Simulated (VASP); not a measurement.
A run of VASP 6.6.1 is set up as follows.

INCAR

```
SYSTEM = MnO2
  PREC = Accurate
  ENCUT = 520
  EDIFF = 1E-6
  ISMEAR = 0
  SIGMA = 0.05
  LREAL = .False.
  LASPH = .True.
  NELM = 150
  ALGO = Normal
  ISIF = 2
  LWAVE = .False.
  LCHARG = .True.
  ISPIN = 2
  MAGMOM = 3.11 -0.14 -0.14
  LORBIT = 11
  LMAXMIX = 4
  LDAU = .True.
  LDAUTYPE = 2
  LDAUL = 2 -1
  LDAUU = 3.9 0
  LDAUJ = 0 0
  LDAUPRINT = 1
  GGA = PE
  LELF = .True.
  LVHAR = .True.
  NBANDS = 24
```

The input KPOINTS:

```
regular mesh
0
Gamma
  10 10 6
  0 0 0
```

File POSCAR:

```
MnO2
1.0
    2.9203003366      0.0000000000      0.0000000000
   -1.4601501683      2.5037637354      0.0000000000
    0.0000000000      0.0000000000      5.5070216066
Mn O
1 2
Direct
    0.0000000000      0.0000000000      0.0000000000
    0.3333333333      0.6666666667      0.1728657965
    0.6666666667      0.3333333333      0.8271342035
```

Potentials or basis: VASP PAW PBE potentials, release 64 (Mn_pv, O).

The run is started by

```bash
$ cat potpaw_PBE.64/Mn_pv/POTCAR potpaw_PBE.64/O/POTCAR > POTCAR
$ mpirun -np 1 vasp_std > vasp.out
```

(1) Predict the largest force.

(2) Predict the pressure.

Results:

(1) 0.197 eV/Å.

(2) 2.0 GPa.

Caveat: a cell with one magnetic atom can't hold antiferromagnetic order, which such compounds often take.
